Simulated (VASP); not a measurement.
Wanted: the native input for a VASP 6.6.1 run.

| Quantity | Value |
| --- | --- |
| Task | single point |
| Functional | PBE |
| Potentials or basis | VASP PAW PBE potentials, release 64 (Eu) |
| Cutoff | 520 eV |
| k mesh | 8 × 8 × 8 |
| Occupations | fermi-dirac, width 0.05 eV |
| Spin | collinear spin, ferromagnetic start |
| Starting moments | [7.0] μB |
| Dipole correction | no |
| Further INCAR settings | ALGO = Normal; EDIFF = 1e-07; NBANDS = 18 |

The structure of Eu lies in POSCAR:

```
Eu
1.0
   -2.3030000000      2.3030000000      2.3030000000
    2.3030000000     -2.3030000000      2.3030000000
    2.3030000000      2.3030000000     -2.3030000000
Eu
1
Direct
    0.0000000000      0.0000000000      0.0000000000
```

These files were run (other wordings do the same):

INCAR

```
PREC = Accurate
ENCUT = 520
EDIFF = 1E-7
ISMEAR = -1
SIGMA = 0.05
LREAL = F
LASPH = T
NELM = 150
ALGO = Normal
ISIF = 2
LWAVE = F
LCHARG = T
ISPIN = 2
MAGMOM = 7
LORBIT = 11
LMAXMIX = 6
GGA = PE
LELF = T
LVHAR = T
NBANDS = 18
```

KPOINTS

```
Automatic mesh
0
Gamma
  8 8 8
```

Potentials or basis: VASP PAW PBE potentials, release 64 (Eu).

The run is started by

```bash
$ cat potpaw_PBE.64/Eu/POTCAR > POTCAR
$ mpirun -np 1 vasp_std > vasp.out
```

Results of the run:

The pressure is -1.8 GPa, the net moment is 7.37 μB per cell and the site moments are Eu +6.70 μB. The valence electrons inside the program's atomic spheres are Eu 14.72.

Wall time 87 s on 1 thread of AMD EPYC 7R43 64-Core Processor (Zen 3) (shared host), peak memory 0.19 GiB.
